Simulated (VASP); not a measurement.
A run of VASP 6.6.1 is set up as follows.

File INCAR:

```
SYSTEM = TiO2
PREC = Accurate
ENCUT = 520
EDIFF = 1E-7
ISMEAR = 0
SIGMA = 0.01
LREAL = .False.
LASPH = .True.
NELM = 120
ALGO = Normal
ISIF = 2
LWAVE = .False.
LCHARG = .False.
GGA = PE
IBRION = 2
NSW = 80
EDIFFG = -0.002
GGA_COMPAT = .False.
NELMIN = 4
```

File KPOINTS:

```
Automatic mesh
0
Gamma
  7 7 7
  0 0 0
```

File POSCAR:

```
TiO2
1.0
   -1.9015600000      1.8996680000      4.7430280000
    1.9015600000     -1.8996680000      4.7430280000
    1.9015600000      1.8996680000     -4.7430280000
Ti O
2 4
Direct
    0.0000000000      0.0000000000      0.0000000000
    0.7500000000      0.2500000000      0.5000000000
    0.2081000000      0.2081000000      0.0000000000
    0.9581000000      0.4581000000      0.5000000000
    0.5419000000      0.0419000000      0.5000000000
    0.7919000000      0.7919000000      0.0000000000
```

Potentials or basis: VASP PAW PBE potentials, release 64 (Ti_sv, O).

Run with:

```sh
$ cat potpaw_PBE.64/Ti_sv/POTCAR potpaw_PBE.64/O/POTCAR > POTCAR
$ mpirun -np 1 vasp_std > vasp.out
```

What does it give for the energy gained by relaxing?

0.7 meV/atom.

Estimate the band gap on the k mesh.

2.04 eV (least direct gap 2.41 eV).

Step by step:
| step | energy change (eV) | largest force (eV/Å) | pressure (GPa) |
| --- | --- | --- | --- |
| 1 | 0.0000 | 0.1878 | 4.62 |
| 2 | -0.0042 | 0.0453 | 4.08 |
| 3 | -0.0044 | 0.0147 | 3.90 |
| 4 | -0.0044 | 0.0143 | 3.92 |
| 5 | -0.0045 | 0.0039 | 3.91 |
| 6 | -0.0045 | 0.0016 | 3.91 |

Caveat: an odd mesh through Γ misses points on the zone boundary, where band edges can lie.
